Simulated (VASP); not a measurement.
# InP (Fm-3m) in VASP: further runs

InP is run at these levels: PBEsol; tasks: single point.

Program: VASP 6.6.1. These are calculated values, not measurements. Logs are shortened: lines on timing, memory, paths and dates and some standing lists are left out, and cuts for length are marked.

## (1) The cell of the first run

The structure is cubic, space group Fm-3m (No. 225). The conventional cell has a = 5.231 Å, b = 5.231 Å, c = 5.231 Å, α = 90.00°, β = 90.00°, γ = 90.00°. Within 3.5 Å of In (site symmetry m-3m) lie 6 P at 2.62 Å. P (site symmetry m-3m) has 6 In at 2.62 Å within 3.5 Å.

## (2) Single point, PBEsol (volume scaled by 0.880)

Contents of INCAR:

```
SYSTEM = InP
PREC = Accurate
ENCUT = 520
EDIFF = 1E-6
ISMEAR = 0
SIGMA = 0.05
LREAL = .FALSE.
LASPH = .TRUE.
NELM = 80
ALGO = Normal
ISIF = 2
LWAVE = .FALSE.
LCHARG = .TRUE.
GGA = PS
LELF = .TRUE.
LVHAR = .TRUE.
NBANDS = 16
```

Contents of KPOINTS:

```
regular mesh
0
G
  14 14 14
  0 0 0
```

Contents of POSCAR:

```
InP
1.0
    0.0000000000      2.6154637445      2.6154637445
    2.6154637445      0.0000000000      2.6154637445
    2.6154637445      2.6154637445      0.0000000000
In P
1 1
Direct
    0.0000000000      0.0000000000      0.0000000000
    0.5000000000      0.5000000000      0.5000000000
```

Potentials or basis: VASP PAW PBE potentials, release 64 (In_d, P).

Run with:

```bash
$ cat potpaw_PBE.64/In_d/POTCAR potpaw_PBE.64/P/POTCAR > POTCAR
$ mpirun -np 1 vasp_std > vasp.out
```

OUTCAR:

```text
SYSTEM = InP
   PREC = Accurate
   ENCUT = 520
   EDIFF = 1E-6
   ISMEAR = 0
   LREAL = .FALSE.
   LASPH = .TRUE.
   NELM = 80
   ISIF = 2
   GGA = PS

 ion  position               nearest neighbor table
   1  0.000  0.000  0.000-   2 2.62   2 2.62   2 2.62   2 2.62   2 2.62   2 2.62
   2  0.500  0.500  0.500-   1 2.62   1 2.62   1 2.62   1 2.62   1 2.62   1 2.62

  LATTYP: Found a face centered cubic cell.
 ALAT       =     5.2309274890

  Lattice vectors:

 A1 = (   0.0000000000,   2.6154637445,   2.6154637445)
 A2 = (   2.6154637445,   0.0000000000,   2.6154637445)
 A3 = (   2.6154637445,   2.6154637445,   0.0000000000)

Analysis of symmetry for initial positions (statically):
=====================================================================
 Subroutine PRICEL returns:
 Original cell was already a primitive cell.

 Routine SETGRP: Setting up the symmetry group for a
 face centered cubic supercell.

 Subroutine GETGRP returns: Found 48 space group operations
 (whereof 48 operations were pure point group operations)
 out of a pool of 48 trial point group operations.

The static configuration has the point symmetry O_h .

Analysis of symmetry for dynamics (positions and initial velocities):
=====================================================================
 Subroutine PRICEL returns:
 Original cell was already a primitive cell.

 Routine SETGRP: Setting up the symmetry group for a
 face centered cubic supercell.

 Subroutine GETGRP returns: Found 48 space group operations
 (whereof 48 operations were pure point group operations)
 out of a pool of 48 trial point group operations.

The dynamic configuration has the point symmetry O_h .

 Subroutine INISYM returns: Found 48 space group operations
 (whereof 48 operations are pure point group operations),
 and found     1 'primitive' translations

----------------------------------------------------------------------------------------

                                     Primitive cell

  volume of cell :      35.7829

  direct lattice vectors                    reciprocal lattice vectors
     0.000000000  2.615463744  2.615463744    -0.191170687  0.191170687  0.191170687
     2.615463744  0.000000000  2.615463744     0.191170687 -0.191170687  0.191170687
     2.615463744  2.615463744  0.000000000     0.191170687  0.191170687 -0.191170687

  length of vectors
     3.698824299  3.698824299  3.698824299     0.331117342  0.331117342  0.331117342

  position of ions in fractional coordinates (direct lattice)
     0.000000000  0.000000000  0.000000000
     0.500000000  0.500000000  0.500000000

  ion indices of the primitive-cell ions
   primitive index   ion index
                 1           1
                 2           2

----------------------------------------------------------------------------------------

 KPOINTS: regular mesh

Automatic generation of k-mesh.
 Grid dimensions read from file:
 generate k-points for:   14   14   14

 Generating k-lattice:

  Cartesian coordinates                     Fractional coordinates (reciprocal lattice)
    -0.013655049  0.013655049  0.013655049     0.071428571  0.000000000  0.000000000
     0.013655049 -0.013655049  0.013655049     0.000000000  0.071428571  0.000000000
     0.013655049  0.013655049 -0.013655049     0.000000000  0.000000000  0.071428571

  Length of vectors
     0.023651239  0.023651239  0.023651239

  Shift w.r.t. Gamma in fractional coordinates (k-lattice)
     0.000000000  0.000000000  0.000000000

 Subroutine IBZKPT returns following result:
 ===========================================

 Found    104 irreducible k-points:

 Following reciprocal coordinates:
            Coordinates               Weight
  0.000000  0.000000  0.000000      1.000000
  0.071429  0.000000  0.000000      8.000000
  0.142857  0.000000  0.000000      8.000000
  0.214286  0.000000  0.000000      8.000000
  0.285714  0.000000  0.000000      8.000000
  0.357143  0.000000  0.000000      8.000000
[... 16 lines left out ...]
  0.214286  0.142857  0.000000     24.000000
  0.285714  0.142857  0.000000     24.000000
 [... further k-points ...]
   k-points           NKPTS =    104   k-points in BZ     NKDIM =    104   number of bands    NBANDS=     16
   number of dos      NEDOS =    301   number of ions     NIONS =      2
   total plane-waves  NPLWV =  21952
   dimension x,y,z NGX =    28 NGY =   28 NGZ =   28
   dimension x,y,z NGXF=    56 NGYF=   56 NGZF=   56
   ions per type =               1   1
   NGX,Y,Z   is equivalent  to a cutoff of  12.58, 12.58, 12.58 a.u.
   NGXF,Y,Z  is equivalent  to a cutoff of  25.17, 25.17, 25.17 a.u.
 SYSTEM =  InP
   PREC   = accura    normal or accurate (medium, high low for compatibility)
   ISTART =      0    job   : 0-new  1-cont  2-samecut
   ICHARG =      2    charge: 1-file 2-atom 10-const
   ISPIN  =      1    spin polarized calculation?
   LNONCOLLINEAR =      F non collinear calculations
   LSORBIT =      F    spin-orbit coupling
   LASPH  =      T    aspherical Exc in radial PAW
   ENCUT  =  520.0 eV  38.22 Ry    6.18 a.u.   6.88  6.88  6.88*2*pi/ulx,y,z
   NELM   =     80;   NELMIN=  2; NELMDL= -5     # of ELM steps
   EDIFF  = 0.1E-05   stopping-criterion for ELM
   LREAL  =      F    real-space projection
   EDIFFG = 0.1E-04   stopping-criterion for IOM
   NSW    =      0    number of steps for IOM
   IBRION =     -1    ionic relax: 0-MD 1-quasi-New 2-CG
   NFREE  =      0    steps in history (QN), initial steepest desc. (CG)
   ISIF   =      2    stress and relaxation
   ISYM   =      2    0-nonsym 1-usesym 2-fastsym
   POTIM  = 0.5000    time-step for ionic-motion
   TEBEG  =    0.0;   TEEND  =   0.0 temperature during run
   PSTRESS=    0.0 pullay stress
   NELECT =      18.0000    total number of electrons
   NUPDOWN=      -1.0000    fix difference up-down
   EMIN   =  10.00;   EMAX   =-10.00  energy-range for DOS
   EFERMI =   0.00;   METHOD = LEGACY
   ISMEAR =     0;   SIGMA  =   0.05  broadening in eV -4-tet -1-fermi 0-gaus
   EFERMI_NEDOS =   21; number of points for ismear=-14 and -15
   IALGO  =     38    algorithm
   IMIX   =      4    mixing-type and parameters
     AMIX     =   0.40;   BMIX     =  1.00
     AMIX_MAG =   1.60;   BMIX_MAG =  1.00
  volume/ion in A,a.u.               =      17.89       120.74
  Fermi-wavevector in a.u.,A,eV,Ry     =   1.301988  2.460400 23.064224  1.695173
  Thomas-Fermi vector in A             =   2.433086
   LORBIT       =      0    0 simple, 1 ext, 2 COOP (PROOUT), +10 PAW based schemes
   GGA     = PS    functional components
   LHFCALC =     F    Hartree Fock is set to
   AEXX    =    0.0000 exact exchange contribution
   IVDW    =     0    specifies the selected vdW correction
   LEPSILON=     F    determine dielectric tensor
   LRPA    =     F    only Hartree local field effects (RPA)
 non-spin polarized calculation
 Gauss-broadening in eV      SIGMA  =   0.05
  energy-cutoff  :      520.00
  volume of cell :       35.78
 maximum number of plane-waves:       982
   NGX = 13   NGY = 13   NGZ = 13

 number of electron      18.0000002 magnetization

 Free energy of the ion-electron system (eV)
  ---------------------------------------------------
  ext. energy  EPLUGINS =         0.00000000
  ---------------------------------------------------
  free energy    TOTEN  =        -8.59268138 eV

  energy without entropy =       -8.59130818  energy(sigma->0) =       -8.59199478

 E-fermi :   9.1912     XC(G=0): -11.3570

 val. band max:        9.1849165511   @ k =  -0.4286   0.3571   0.0000
 cond. band min:       9.2112996688   @ k =  -0.1429   0.0714   0.0000
 fundamental gap:      0.0263831177
 Fermi energy:         9.1911992799

 k-point     1 :       0.0000    0.0000    0.0000
  band No.  band energies     occupation
      1      -5.2190      2.00000
      2      -5.2190      2.00000
      3      -5.1851      2.00000
      4      -5.1851      2.00000
      5      -5.1851      2.00000
      6      -4.2319      2.00000
[... 8 lines left out ...]
     15      18.7005      0.00000
     16      18.7005      0.00000

 k-point     2 :       0.0714    0.0000    0.0000
  band No.  band energies     occupation
      1      -5.2233      2.00000
      2      -5.2233      2.00000
      3      -5.1861      2.00000
      4      -5.1794      2.00000
      5      -5.1794      2.00000
      6      -4.1549      2.00000
[... 8 lines left out ...]
     15      17.8189      0.00000
     16      18.4649      0.00000

 k-point     3 :       0.1429    0.0000    0.0000
  band No.  band energies     occupation
      1      -5.2382      2.00000
      2      -5.2382      2.00000
      3      -5.1903      2.00000
      4      -5.1604      2.00000
      5      -5.1604      2.00000
      6      -3.9239      2.00000
[... 8 lines left out ...]
     15      17.3676      0.00000
     16      18.1812      0.00000

 k-point     4 :       0.2143    0.0000    0.0000
  band No.  band energies     occupation
      1      -5.2617      2.00000
      2      -5.2617      2.00000
      3      -5.1987      2.00000
      4      -5.1307      2.00000
      5      -5.1307      2.00000
      6      -3.5433      2.00000
[... 8 lines left out ...]
     15      17.8026      0.00000
     16      18.0314      0.00000

 k-point     5 :       0.2857    0.0000    0.0000
  band No.  band energies     occupation
      1      -5.2882      2.00000
      2      -5.2882      2.00000
      3      -5.2099      2.00000
      4      -5.0967      2.00000
      5      -5.0967      2.00000
      6      -3.0285      2.00000
[... 8 lines left out ...]
     15      18.5640      0.00000
     16      18.5640      0.00000

 k-point     6 :       0.3571    0.0000    0.0000
  band No.  band energies     occupation
      1      -5.3121      2.00000
      2      -5.3121      2.00000
      3      -5.2208      2.00000
      4      -5.0658      2.00000
      5      -5.0658      2.00000
      6      -2.4186      2.00000
[... 8 lines left out ...]
     15      19.4828      0.00000
     16      19.4828      0.00000

 k-point     7 :       0.4286    0.0000    0.0000
  band No.  band energies     occupation
      1      -5.3287      2.00000
      2      -5.3287      2.00000
      3      -5.2287      2.00000
      4      -5.0441      2.00000
      5      -5.0441      2.00000
      6      -1.8208      2.00000
[... 8 lines left out ...]
     15      20.3818      0.00000
     16      20.5526      0.00000

 k-point     8 :       0.5000    0.0000    0.0000
  band No.  band energies     occupation
      1      -5.3345      2.00000
      2      -5.3345      2.00000
      3      -5.2315      2.00000
      4      -5.0364      2.00000
      5      -5.0364      2.00000
      6      -1.5281      2.00000
[... 8 lines left out ...]
     15      20.8237      0.00000
     16      21.2738      0.00000

 k-point     9 :       0.0714    0.0714    0.0000
  band No.  band energies     occupation
      1      -5.2352      2.00000
      2      -5.2149      2.00000
      3      -5.1904      2.00000
      4      -5.1762      2.00000
      5      -5.1762      2.00000
      6      -4.1268      2.00000
[... 8 lines left out ...]
     15      19.1096      0.00000
     16      19.1206      0.00000
[... 172 lines left out ...]
 k-point    19 :      -0.2143    0.0714    0.0000
  band No.  band energies     occupation
      1      -5.2798      2.00000
      2      -5.2718      2.00000
      3      -5.1994      2.00000
      4      -5.1284      2.00000
      5      -5.1128      2.00000
      6      -3.3046      2.00000
[... 8 lines left out ...]
     15      18.5131      0.00000
     16      19.2210      0.00000

 k-point    20 :      -0.1429    0.0714    0.0000
  band No.  band energies     occupation
      1      -5.2560      2.00000
      2      -5.2445      2.00000
      3      -5.1926      2.00000
      4      -5.1564      2.00000
      5      -5.1420      2.00000
      6      -3.7374      2.00000
[... 8 lines left out ...]
     15      18.4510      0.00000
     16      18.8197      0.00000

 k-point    21 :      -0.0714    0.0714    0.0000
  band No.  band energies     occupation
      1      -5.2366      2.00000
      2      -5.2266      2.00000
      3      -5.1888      2.00000
      4      -5.1738      2.00000
      5      -5.1653      2.00000
      6      -4.0241      2.00000
[... 8 lines left out ...]
     15      18.0411      0.00000
     16      18.8927      0.00000

 k-point    22 :       0.1429    0.1429    0.0000
  band No.  band energies     occupation
      1      -5.2978      2.00000
      2      -5.2051      2.00000
      3      -5.2034      2.00000
      4      -5.1507      2.00000
      5      -5.1507      2.00000
      6      -3.7935      2.00000
[... 8 lines left out ...]
     15      19.9761      0.00000
     16      20.1464      0.00000

 k-point    23 :       0.2143    0.1429    0.0000
  band No.  band energies     occupation
      1      -5.3427      2.00000
      2      -5.2119      2.00000
      3      -5.2068      2.00000
      4      -5.1347      2.00000
      5      -5.1252      2.00000
      6      -3.4901      2.00000
[... 8 lines left out ...]
     15      19.5499      0.00000
     16      20.1880      0.00000

 k-point    24 :       0.2857    0.1429    0.0000
  band No.  band energies     occupation
      1      -5.3816      2.00000
      2      -5.2249      2.00000
      3      -5.2134      2.00000
      4      -5.1201      2.00000
      5      -5.0908      2.00000
      6      -3.0444      2.00000
[... 8 lines left out ...]
     15      19.7871      0.00000
     16      20.1310      0.00000

 [... further k-points ...]

------------------------ aborting loop because EDIFF is reached ----------------------------------------

  FORCE on cell =-STRESS in cart. coord.  units (eV):
  Direction    XX          YY          ZZ          XY          YZ          ZX
  --------------------------------------------------------------------------------------
  -------------------------------------------------------------------------------------
  Total        3.3047142      3.3047142      3.3047142     -0.0000000      0.0000000     -0.0000000
  in kB      147.9681981    147.9681981    147.9681981     -0.0000000      0.0000000     -0.0000000
  external PRESSURE =     147.9681981 kB  Pullay stress =       0.0000000 kB

 VOLUME and BASIS-vectors are now :
 -----------------------------------------------------------------------------
  energy-cutoff  :      520.00
  volume of cell :       35.78
      direct lattice vectors                 reciprocal lattice vectors
     0.000000000  2.615463744  2.615463744    -0.191170687  0.191170687  0.191170687
     2.615463744  0.000000000  2.615463744     0.191170687 -0.191170687  0.191170687
     2.615463744  2.615463744  0.000000000     0.191170687  0.191170687 -0.191170687

 POSITION                                       TOTAL-FORCE (eV/Angst)
 -----------------------------------------------------------------------------------
      0.00000      0.00000      0.00000        -0.000000     -0.000000     -0.000000
      2.61546      2.61546      2.61546         0.000000      0.000000      0.000000
 -----------------------------------------------------------------------------------
    total drift:                               -0.000000      0.000000      0.000000

  FREE ENERGIE OF THE ION-ELECTRON SYSTEM (eV)
  ---------------------------------------------------
  free  energy   TOTEN  =        -8.5926813800 eV

  energy  without entropy=       -8.5913081828  energy(sigma->0) =       -8.59199478
```

It took 32 s on 1 thread of Intel Xeon Platinum 8559C (Emerald Rapids), shared host; peak memory 0.19 GiB.

What came out:

| Item | Value |
| --- | --- |
| Free energy | -8.5927 eV |
| Pressure | 14.8 GPa |
| Band gap on the k mesh | zero (band 9 reaches 9.61 eV, above the bottom of band 10 at 6.85 eV) |

Caveat: the PAW data sets were made with another functional, which shifts forces and pressure a little; spin-orbit coupling is left out, which moves the levels of the heavy elements.

[end of part 1 of 2]
